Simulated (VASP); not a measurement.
A run of VASP 6.6.1 is set up as follows.

INCAR

```
SYSTEM = SiC
ALGO = Normal
EDIFF = 1E-7
ENCUT = 520
GGA = PE
ISIF = 2
ISMEAR = 0
LASPH = .True.
LCHARG = .False.
LREAL = .False.
LWAVE = .False.
NBANDS = 11
NELM = 100
PREC = Accurate
SIGMA = 0.05
```

KPOINTS

```
k-points
0
Gamma
  18 18 18
  0 0 0
```

The input POSCAR:

```
SiC
1.0
    0.0000000000      2.1790000000      2.1790000000
    2.1790000000      0.0000000000      2.1790000000
    2.1790000000      2.1790000000      0.0000000000
Si C
1 1
Direct
    0.0000000000      0.0000000000      0.0000000000
    0.2500000000      0.2500000000      0.2500000000
```

Potentials or basis: VASP PAW PBE potentials, release 64 (Si, C).

Command:

```bash
$ cat potpaw_PBE.64/Si/POTCAR potpaw_PBE.64/C/POTCAR > POTCAR
$ mpirun -np 1 vasp_std > vasp.out
```

Task: Predict the pressure.

Result: 3.2 GPa.

Task: Estimate the band gap on the k mesh.

Result: 1.36 eV, indirect (least direct gap 4.54 eV).

A k mesh can miss the band edges.
